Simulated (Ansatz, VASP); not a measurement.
Two plane-wave programs on Mg

Contents of INCAR:

```
SYSTEM = Mg
PREC = Accurate ; ENCUT = 520
EDIFF = 1E-6 ; ISMEAR = -1
SIGMA = 0.05 ; LREAL = .FALSE.
LASPH = .TRUE. ; NELM = 100
ALGO = Normal ; ISIF = 2
LWAVE = .FALSE. ; LCHARG = .FALSE.
NBANDS = 9
```

The input KPOINTS:

```
regular mesh
0
G
  10 10 5
  0 0 0
```

POSCAR

```
Mg
1.0
    3.2722434310      0.0000000000      0.0000000000
   -1.6361217155      2.8338459386      0.0000000000
    0.0000000000      0.0000000000      5.3124886887
Mg
2
Direct
    0.6666666667      0.3333333333      0.7500000000
    0.3333333333      0.6666666667      0.2500000000
```

input.yaml

```yaml
crystal:
  lattice:
    - [3.272243431, 0.0, 0.0]
    - [-1.6361217155, 2.8338459386, 0.0]
    - [0.0, 0.0, 5.3124886887]
  atoms:
    - { symbol: Mg, position: [0.6666666667, 0.3333333333, 0.75] }
    - { symbol: Mg, position: [0.3333333333, 0.6666666667, 0.25] }
hamiltonian:
  xc: lda
  pseudopotentials: { kind: paw }
kpoints:
  mp_grid: { grid: [10, 10, 5] }
scf:
  occupations: { method: fermi_dirac, width: 0.05 }
output:
  forces: true
  stress: true
  eigenvalues: true
  write_density: true
  write_potential: true
  elf: true
  volumetric_format: npy
```

Alike in both runs: task single point; functional LDA; k mesh 10 × 10 × 5; occupations fermi-dirac, width 0.05 eV; no spin polarisation.

```csv
,VASP,Ansatz
version,VASP 6.6.1,Ansatz 0.2.0
potentials or method,"VASP PAW LDA potentials, release 64 (Mg)",Ansatz PAW
plane-wave cutoff (eV),520,420
valence electrons in the cell,4,20
```

Ansatz gave:

- gap on the k mesh at the Fermi level (eV): none
- pressure (GPa): -3.9
- traceless stress, the component that is largest in VASP (GPa): 0.91

Q: Which values does VASP return?

A: gap on the k mesh at the Fermi level (eV): none; pressure (GPa): -4.2; traceless stress, the component that is largest in VASP (GPa): 0.90.

LDA's correlation is that of Perdew and Zunger in VASP and of Perdew and Wang (1992) in Ansatz. A gap of «none» marks a metal or a gap that the smearing closes. VASP's potentials hold 4 valence electrons a cell and Ansatz's 20, so a difference there can come from the potentials and not from the codes.
